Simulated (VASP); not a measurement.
# Li16H9F7 (P1) in VASP: settings compared, part 2 of 2

VASP 6.6.1. The steps go on from the part before.

## 3. Single point, PBEsol

The input, INCAR:

```
SYSTEM = Li16H9F7
ALGO     = Normal         ! electronic algorithm
EDIFF    = 1E-6           ! SCF threshold, eV
ENCUT    = 520            ! plane-wave cutoff, eV
GGA      = PS             ! functional
ISIF     = 2              ! what is computed and relaxed
ISMEAR   = -1             ! smearing method
ISYM     = 0            
LASPH    = .TRUE.         ! aspherical terms in the spheres
LCHARG   = .FALSE.        ! write CHGCAR
LREAL    = Auto         
LWAVE    = .FALSE.        ! write WAVECAR
NBANDS   = 144            ! bands
NELM     = 80             ! most SCF steps
PREC     = Accurate       ! precision mode
SIGMA    = 0.05           ! smearing width, eV
```

The input, KPOINTS:

```
Automatic mesh
0
Gamma
  1 1 1
  0.25 0.25 0.25
```

The input, POSCAR:

```
Li16H9F7
1.0
    8.0102693364      0.0000000000      0.0000000000
    0.0000000000      8.0102693364      0.0000000000
    0.0000000000      0.0000000000      8.0102693364
F H Li
14 18 32
Direct
    0.2501700000      0.9999200000      0.0002360000
    0.2497880000      0.5009600000      0.9997630000
    0.7501890000      0.9996030000      0.0005600000
    0.0009120000      0.2497960000      0.9996900000
    0.0004000000      0.7497650000      0.9993930000
    0.5016300000      0.2496160000      0.5001290000
    0.4997910000      0.7502570000      0.0000330000
    0.5000560000      0.7496330000      0.4988820000
    0.0005070000      0.9993190000      0.2491540000
    0.0002460000      0.9998270000      0.7509700000
    0.0005380000      0.4994030000      0.7509660000
    0.5004020000      0.9997790000      0.2501910000
    0.2508630000      0.7497670000      0.2495720000
    0.7514610000      0.2498640000      0.7496320000
    0.2495150000      0.0001600000      0.5012320000
    0.2503210000      0.4989040000      0.5000320000
    0.7514960000      0.9991840000      0.4997890000
    0.7488410000      0.5002080000      0.0012730000
    0.7513040000      0.5002050000      0.4989770000
    0.0014260000      0.2499430000      0.4985760000
    0.9997310000      0.7487880000      0.5001060000
    0.5003880000      0.2521250000      0.9998200000
    0.9992690000      0.4988770000      0.2524900000
    0.5000640000      0.0004660000      0.7489540000
    0.5020500000      0.4981270000      0.2508060000
    0.5009560000      0.4998330000      0.7489550000
    0.2504550000      0.2516640000      0.2513540000
    0.2520590000      0.2498740000      0.7481820000
    0.2517100000      0.7502600000      0.7468670000
    0.7507100000      0.2512970000      0.2513950000
    0.7506790000      0.7473250000      0.2514630000
    0.7494010000      0.7487550000      0.7479750000
    0.0004750000      0.0000060000      0.9998330000
    0.0007230000      0.0000860000      0.5002920000
    0.0007690000      0.4998590000      0.9993180000
    0.0003400000      0.4994180000      0.5010090000
    0.4996550000      0.9994920000      0.0007730000
    0.5008850000      0.9994050000      0.4987410000
    0.4990640000      0.5011450000      0.0000040000
    0.5010230000      0.4999360000      0.4996390000
    0.2502040000      0.2507560000      0.0002220000
    0.2526610000      0.2506580000      0.4996190000
    0.2508740000      0.7499240000      0.0007370000
    0.2523810000      0.7488830000      0.4984660000
    0.7505370000      0.2495540000      0.9989180000
    0.7490840000      0.2501600000      0.5006560000
    0.7493210000      0.7500230000      0.0002190000
    0.7487180000      0.7486020000      0.4995480000
    0.2495990000      0.9991320000      0.2494270000
    0.2487210000      0.0003780000      0.7502730000
    0.2498890000      0.5002470000      0.2495630000
    0.2490000000      0.4994790000      0.7505130000
    0.7513380000      0.9995120000      0.2497180000
    0.7525260000      0.0010760000      0.7505840000
    0.7506690000      0.4993790000      0.2507330000
    0.7518730000      0.4986320000      0.7495570000
    0.9993130000      0.2487310000      0.2501950000
    0.9995080000      0.2501470000      0.7499970000
    0.0010020000      0.7504160000      0.2496100000
    0.0000360000      0.7495250000      0.7501100000
    0.5013810000      0.2494900000      0.2524980000
    0.5019790000      0.2500960000      0.7472190000
    0.5001260000      0.7503430000      0.2505420000
    0.5006330000      0.7495820000      0.7477060000
```

Potentials or basis: VASP PAW PBE potentials, release 64 (F, H, Li_sv).

Launch:

```sh
$ cat potpaw_PBE.64/F/POTCAR potpaw_PBE.64/H/POTCAR potpaw_PBE.64/Li_sv/POTCAR > POTCAR
$ mpirun -np 1 vasp_std > vasp.out
```

OUTCAR:

```text
SYSTEM = Li16H9F7
   EDIFF = 1E-6
   ENCUT = 520
   GGA = PS
   ISIF = 2
   ISMEAR = -1
   ISYM = 0
   LASPH = .TRUE.
   LREAL = Auto
   NELM = 80
   PREC = Accurate

 ion  position               nearest neighbor table
   1  0.250  1.000  0.000-  49 2.00  37 2.00  33 2.00  50 2.00  43 2.00  41 2.01
   2  0.250  0.501  1.000-  43 1.99  35 1.99  52 2.00  39 2.00  51 2.00  41 2.00
   3  0.750  1.000  0.001-  53 2.00  47 2.00  45 2.00  54 2.00  33 2.00  37 2.01
[... 807 lines left out ...]
  Total       -0.6784749     -0.7760592     -0.6501016     -0.0770432      0.0026716     -0.2382040
  in kB       -2.1149642     -2.4191571     -2.0265178     -0.2401616      0.0083278     -0.7425374
  external PRESSURE =      -2.1868797 kB  Pullay stress =       0.0000000 kB

 VOLUME and BASIS-vectors are now :
 -----------------------------------------------------------------------------
  energy-cutoff  :      520.00
  volume of cell :      513.97
      direct lattice vectors                 reciprocal lattice vectors
     8.010269336  0.000000000  0.000000000     0.124839747  0.000000000  0.000000000
     0.000000000  8.010269336  0.000000000     0.000000000  0.124839747  0.000000000
     0.000000000  0.000000000  8.010269336     0.000000000  0.000000000  0.124839747

 POSITION                                       TOTAL-FORCE (eV/Angst)
 -----------------------------------------------------------------------------------
      2.00393      8.00963      0.00189         0.001308      0.005295      0.006378
      2.00087      4.01282      8.00837        -0.005639     -0.002541      0.006821
      6.00922      8.00709      0.00449         0.006500      0.000730     -0.000843
      0.00731      2.00093      8.00779        -0.003682      0.000918     -0.004822
      0.00320      6.00582      8.00541         0.003132      0.001136      0.000625
      4.01819      1.99949      4.00617         0.004269     -0.010688     -0.012504
[... 56 lines left out ...]
      4.00614      6.01045      2.00691        -0.002800      0.003178      0.001921
      4.01021      6.00435      5.98933        -0.001723      0.006775      0.000449
 -----------------------------------------------------------------------------------
    total drift:                                0.053016     -0.030150     -0.002472

  FREE ENERGIE OF THE ION-ELECTRON SYSTEM (eV)
  ---------------------------------------------------
  free  energy   TOTEN  =      -246.9857891834 eV

  energy  without entropy=     -246.9857891834  energy(sigma->0) =     -246.98578918
```

OSZICAR:

```text
N       E                     dE             d eps       ncg     rms          rms(c)
DAV:   1     0.207029224637E+04    0.20703E+04   -0.92123E+04  1152   0.162E+03
DAV:   2     0.390006598837E+02   -0.20313E+04   -0.18728E+04  1224   0.453E+02
DAV:   3    -0.214534313263E+03   -0.25353E+03   -0.25172E+03  1552   0.146E+02
DAV:   4    -0.252630362746E+03   -0.38096E+02   -0.37739E+02  2128   0.467E+01
DAV:   5    -0.256793901159E+03   -0.41635E+01   -0.41608E+01  1768   0.133E+01    0.192E+01
DAV:   6    -0.247802210323E+03    0.89917E+01   -0.28109E+01  1496   0.152E+01    0.822E+00
DAV:   7    -0.247086514620E+03    0.71570E+00   -0.51397E+00  1800   0.420E+00    0.416E+00
DAV:   8    -0.246986897599E+03    0.99617E-01   -0.14522E+00  1576   0.326E+00    0.128E+00
DAV:   9    -0.246979342133E+03    0.75555E-02   -0.30507E-01  1584   0.155E+00    0.688E-01
DAV:  10    -0.246986332334E+03   -0.69902E-02   -0.51423E-02  1792   0.524E-01    0.259E-01
DAV:  11    -0.246985845226E+03    0.48711E-03   -0.47713E-03  1648   0.211E-01    0.102E-01
DAV:  12    -0.246985832913E+03    0.12313E-04   -0.83315E-04  1784   0.661E-02    0.570E-02
DAV:  13    -0.246985789671E+03    0.43242E-04   -0.34860E-04  1528   0.726E-02    0.222E-02
DAV:  14    -0.246985787044E+03    0.26263E-05   -0.11720E-04  1776   0.342E-02    0.133E-02
DAV:  15    -0.246985788722E+03   -0.16781E-05   -0.15324E-05  1440   0.127E-02    0.105E-02
DAV:  16    -0.246985789183E+03   -0.46101E-06   -0.34446E-06   936   0.909E-03
   1 F= -.24698579E+03 E0= -.24698579E+03  d E =-.294636E-11
```

stdout:

```text
POSCAR found type information on POSCAR F H Li
 POSCAR found :  3 types and      64 ions
 scaLAPACK will be used
 -----------------------------------------------------------------------------
|                                                                             |
|                                                                             |
|     You enforced a specific xc type in the INCAR file but a different       |
|     I HOPE YOU KNOW WHAT YOU ARE DOING!                                     |
|                                                                             |
 -----------------------------------------------------------------------------

 LDA part: xc-table for (Slater+PW92), standard interpolation
 POSCAR, INCAR and KPOINTS ok, starting setup
 FFT: planning ... GRIDC
 FFT: planning ... GRID_SOFT
 FFT: planning ... GRID
 WAVECAR not read
 entering main loop
```

Run time: 9 min. Hardware: 1 thread of Intel Xeon Platinum 8259CL at 2.50GHz (Skylake/Cascade Lake), shared host; peak memory 0.57 GiB.

What came out:

```
Free energy            : -246.9858 eV
Largest force          : 0.021 eV/Å
Band gap on the k mesh : 5.14 eV (least direct gap 5.17 eV)
```

Forces on the atoms (eV/Å):
```
F    0.001  0.005  0.006
F   -0.006 -0.003  0.007
F    0.006  0.001 -0.001
F   -0.004  0.001 -0.005
F    0.003  0.001  0.001
F    0.004 -0.011 -0.013
F    0.004  0.004  0.009
F    0.006  0.009 -0.018
F    0.000  0.002 -0.003
F   -0.007  0.010  0.001
F   -0.011 -0.007  0.004
F    0.003 -0.004  0.006
F    0.001  0.003 -0.004
F    0.004 -0.007  0.006
H   -0.001  0.012 -0.002
H   -0.007  0.006 -0.002
H   -0.001 -0.006  0.003
H   -0.005 -0.007  0.003
H   -0.003 -0.001  0.006
H   -0.006  0.009  0.003
H   -0.002  0.002 -0.005
H    0.002 -0.010  0.003
H   -0.006  0.002  0.002
H    0.004 -0.005 -0.002
H   -0.007  0.000 -0.008
H   -0.002 -0.002  0.009
H    0.007  0.001  0.008
H    0.005  0.010 -0.006
H   -0.012 -0.015 -0.004
H   -0.003  0.005 -0.003
H    0.008 -0.001  0.005
H    0.004 -0.003  0.001
Li   0.006 -0.008  0.003
Li   0.006 -0.016 -0.003
Li   0.010  0.004  0.003
Li   0.008  0.005  0.005
Li  -0.002 -0.013  0.002
Li  -0.008 -0.003 -0.001
Li  -0.004  0.012 -0.003
Li  -0.002 -0.002 -0.002
Li   0.006  0.013 -0.002
Li   0.003  0.002  0.006
Li   0.015 -0.003 -0.004
Li   0.000 -0.003  0.009
Li   0.000  0.006 -0.005
Li  -0.007  0.014  0.004
Li  -0.016 -0.002 -0.004
Li  -0.004 -0.005 -0.001
Li  -0.001 -0.003 -0.013
Li  -0.005  0.002  0.007
Li  -0.011  0.001 -0.008
Li  -0.012  0.000  0.004
Li   0.010  0.005 -0.014
Li  -0.008 -0.002  0.005
Li   0.018 -0.006  0.000
Li   0.007 -0.003  0.003
Li   0.011  0.001  0.005
Li   0.002 -0.004 -0.005
Li   0.005 -0.004  0.008
Li   0.001 -0.006 -0.012
Li  -0.001  0.002 -0.003
Li  -0.003  0.004  0.006
Li  -0.003  0.003  0.002
Li  -0.002  0.007  0.000
```

Caveat: the cutoff is under 1.25 times the usual one of these potentials, so pressure, stress and relaxed cells hold a basis-set (Pulay) error; the PAW data sets were made with another functional, which shifts forces and pressure a little; a shifted mesh leaves out Γ, where band edges can lie.

## 4. Single point, HSE06

POSCAR: that of step 3 with these lines changed.

```diff
@@ -2,5 +2,5 @@
 1.0
-    8.0102693364      0.0000000000      0.0000000000
-    0.0000000000      8.0102693364      0.0000000000
-    0.0000000000      0.0000000000      8.0102693364
+    8.0102690000      0.0000000000      0.0000000000
+    0.0000000000      8.0102690000      0.0000000000
+    0.0000000000      0.0000000000      8.0102690000
 F H Li
```

The input, INCAR.step1:

```
PREC = Accurate
ENCUT = 520
EDIFF = 1E-5
ISMEAR = -1
SIGMA = 0.05
LREAL = Auto
LASPH = True
NELM = 80
ALGO = Normal
ISIF = 2
LWAVE = True
LCHARG = False
NBANDS = 144
GGA = PE
```

The input, INCAR.step2:

```
PREC = Accurate
ENCUT = 520
EDIFF = 1E-7
ISMEAR = -1
SIGMA = 0.05
LREAL = Auto
LASPH = True
NELM = 80
ALGO = Normal
ISIF = 2
LWAVE = False
LCHARG = False
GGA = PE
LHFCALC = True
HFSCREEN = 0.2079
PRECFOCK = Fast
NBANDS = 144
ISTART = 1
```

The input, KPOINTS:

```
regular mesh
0
Gamma
  1 1 1
```

Launch:

```sh
$ cat potpaw_PBE.64/F/POTCAR potpaw_PBE.64/H/POTCAR potpaw_PBE.64/Li_sv/POTCAR > POTCAR
$ cp INCAR.step1 INCAR
$ mpirun -np 1 vasp_gam > vasp.out
$ cp INCAR.step2 INCAR
$ mpirun -np 1 vasp_gam > vasp.out
```

Run time: 13 min. Hardware: 1 thread of Intel Xeon Platinum 8259CL at 2.50GHz (Skylake/Cascade Lake), shared host; peak memory 0.66 GiB.

The run converged. Its results:

| Property | Result |
| --- | --- |
| Free energy | -280.7617 eV |
| Largest force | 0.069 eV/Å |
| Band gap on the k mesh | 6.22 eV |

Forces in eV/Å, atoms in the order of the input:
```
F    0.019  0.017 -0.001
F   -0.006 -0.034  0.011
F   -0.011 -0.013  0.011
F    0.010  0.023  0.005
F   -0.015 -0.016 -0.004
F    0.002  0.029 -0.026
F    0.036  0.000 -0.006
F    0.007 -0.024 -0.002
F   -0.025  0.003  0.044
F    0.007 -0.012 -0.040
F   -0.019  0.014 -0.008
F    0.016  0.007  0.002
F   -0.009 -0.015  0.024
F   -0.005  0.009 -0.015
H    0.031  0.002 -0.016
H   -0.021  0.021  0.023
H   -0.031  0.008  0.050
H    0.017 -0.059 -0.032
H    0.002 -0.010  0.036
H   -0.021  0.009  0.010
H    0.007  0.001 -0.040
H    0.041 -0.018  0.012
H    0.027  0.023 -0.027
H    0.014  0.021  0.024
H   -0.027  0.030 -0.052
H   -0.015 -0.010  0.058
H    0.003 -0.027  0.010
H   -0.012  0.016 -0.006
H   -0.033 -0.023  0.004
H    0.003 -0.017 -0.026
H    0.011  0.011  0.008
H    0.000  0.029  0.002
Li  -0.004 -0.005  0.004
Li  -0.007 -0.023 -0.005
Li   0.003  0.006  0.011
Li   0.011  0.021  0.002
Li   0.006 -0.006 -0.006
Li  -0.013  0.003 -0.003
Li   0.006  0.002 -0.014
Li  -0.014  0.002  0.006
Li  -0.005  0.016 -0.002
Li   0.023  0.006  0.021
Li   0.030 -0.007  0.013
Li   0.008 -0.015  0.007
Li   0.001  0.000  0.006
Li  -0.004 -0.001  0.005
Li  -0.021  0.011 -0.020
Li  -0.003 -0.014  0.005
Li  -0.009 -0.001 -0.028
Li  -0.014 -0.002  0.020
Li  -0.014  0.014 -0.026
Li  -0.017  0.007  0.007
Li   0.027  0.025 -0.033
Li   0.007 -0.015  0.014
Li   0.018 -0.009  0.010
Li   0.028  0.001  0.011
Li   0.029 -0.010 -0.022
Li  -0.017 -0.004  0.005
Li   0.007 -0.006 -0.007
Li   0.004 -0.007  0.006
Li  -0.020 -0.011  0.012
Li  -0.005  0.000 -0.012
Li  -0.022  0.022  0.000
Li  -0.020  0.008 -0.020
```

Levels at points of the mesh, in eV from the valence-band top:
| k point | band 102 | band 103 | band 104 | band 105 | band 106 | band 107 | band 108 | band 109 | band 110 | band 111 |
| --- | --- | --- | --- | --- | --- | --- | --- | --- | --- | --- |
| (0.00, 0.00, 0.00) | -0.93 | -0.51 | -0.42 | -0.32 | 0.00 | 6.22 | 6.42 | 6.53 | 6.97 | 7.20 |

Caveat: the k points lie up to 0.78 Å⁻¹ apart; the cutoff is under 1.25 times the usual one of these potentials, so pressure, stress and relaxed cells hold a basis-set (Pulay) error; the PAW data sets were made with another functional, which shifts forces and pressure a little. A k mesh can miss the band edges.

## 5. The runs side by side

| level | k mesh | grid for exact exchange (PRECFOCK) | share of exact exchange | screening parameter | gap on the mesh (eV) | largest force (eV/Å) |
| --- | --- | --- | --- | --- | --- | --- |
| r2SCAN | 1 × 1 × 1 | - | - | - | 5.66 | 0.08 |
| PBEsol | 1 × 1 × 1, shifted | - | - | - | 5.14 | 0.02 |
| HSE06 | 1 × 1 × 1 | Fast | 0.25 | 0.2079 1/Å | 6.22 | 0.07 |

Alike in all rows: task single point; potentials or basis VASP PAW PBE potentials, release 64 (F, H, Li_sv); no spin polarisation; cell as given; cutoff (eV) 520; smearing fermi-dirac 0.05 eV.

Caveats: some runs use coarse meshes; the cutoff is under 1.25 times the usual one of these potentials, so pressure, stress and relaxed cells hold a basis-set (Pulay) error; the PAW data sets were made with another functional, which shifts forces and pressure a little; a shifted mesh leaves out Γ, where band edges can lie (at least some runs).

Total energies depend on the potentials used, so only differences within one code and one set of settings carry meaning.
